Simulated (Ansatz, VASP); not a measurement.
## Two plane-wave programs on Al4Co3

```
Al Co
1.0
     2.82259    0.00000    0.00000
     0.00000    2.82259    0.00000
     0.00000    0.00000   23.46776
Al Co
4 3
Direct
  0.00000 0.00000 0.31882
  0.00000 0.00000 0.43912
  0.00000 0.00000 0.56088
  0.00000 0.00000 0.68118
  0.50000 0.50000 0.37527
  0.50000 0.50000 0.50000
  0.50000 0.50000 0.62473
```

Alike in both runs: functional PBEsol; k mesh 12 × 12 × 1; occupations gaussian, width 0.1 eV; no spin polarisation.

Ansatz relaxed the structure, and its values are those at the end. VASP's run is a single point on that final structure, the one shown.

```csv
,VASP,Ansatz
version,VASP 6.6.1,Ansatz 0.2.0
potentials or method,"VASP PAW PBE potentials, release 64 (Al, Co), cutoff 520 eV","scalar-relativistic, plane waves, PAW"
valence electrons in the cell,39,63
```

```tsv
	VASP	Ansatz	Ansatz less VASP
gap on the k mesh at the Fermi level (eV)	none	none	-
rms of the force components (eV/Å)	0.004	0.000	-0.0037
work function, face that differs most (eV)	3.89	3.90	+0.001
```

VASP's potentials were made for PBE, not for PBEsol. A gap of «none» marks a metal or a gap that the smearing closes. VASP's potentials hold 39 valence electrons a cell and Ansatz's 63, so a difference there can come from the potentials and not from the codes. Ansatz's warnings: xc potential rough in thin density.
